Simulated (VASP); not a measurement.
**InAs: electric field gradients with PBE**

The system is InAs.

```xyz
2
Lattice="0.0000 3.0037 3.0037 3.0037 0.0000 3.0037 3.0037 3.0037 0.0000" Properties=species:S:1:pos:R:3 pbc="T T T"
In    0.0000    0.0000    0.0000
As    4.5056    4.5056    4.5056
```

This cell differs from its parent crystal: volume scaled by 0.98.

```
Program                : VASP 6.6.1
Task                   : electric field gradients
Functional             : PBE
Potentials or basis    : VASP PAW PBE potentials, release 64 (In_d, As)
Cutoff                 : 520 eV
k mesh                 : 10 × 10 × 10
Occupations            : fermi-dirac, width 0.08 eV
Spin                   : no spin polarisation
Dipole correction      : no
Further INCAR settings : ALGO = Normal; EDIFF = 1e-08; NBANDS = 16
```

```json
{"Pressure": "5.4 GPa", "Band gap on the k mesh": "zero (filled and empty bands touch)"}
```

Levels at points of the mesh, in eV from the Fermi level:
```tsv
k point	band 6	band 7	band 8	band 9	band 10	band 11	band 12	band 13
(0.00, 0.00, 0.00)	-12.16	-0.26	-0.17	-0.17	-0.17	3.75	3.75	3.75
(0.50, 0.00, 0.00)	-10.62	-6.03	-1.18	-1.18	0.83	4.52	4.52	6.71
(0.50, 0.50, 0.00)	-10.06	-6.09	-2.56	-2.56	1.35	1.90	9.15	9.25
```

Wall time 15 s on 1 thread of Intel(R) Xeon(R) 6975P-C (Granite Rapids), on a shared host, peak memory 0.19 GiB.

Caveat: without QUAD_EFG the Cq values of the log hold for a quadrupole moment of 1 mb, not for the nuclei; spin-orbit coupling is left out, which moves the levels of the heavy elements.
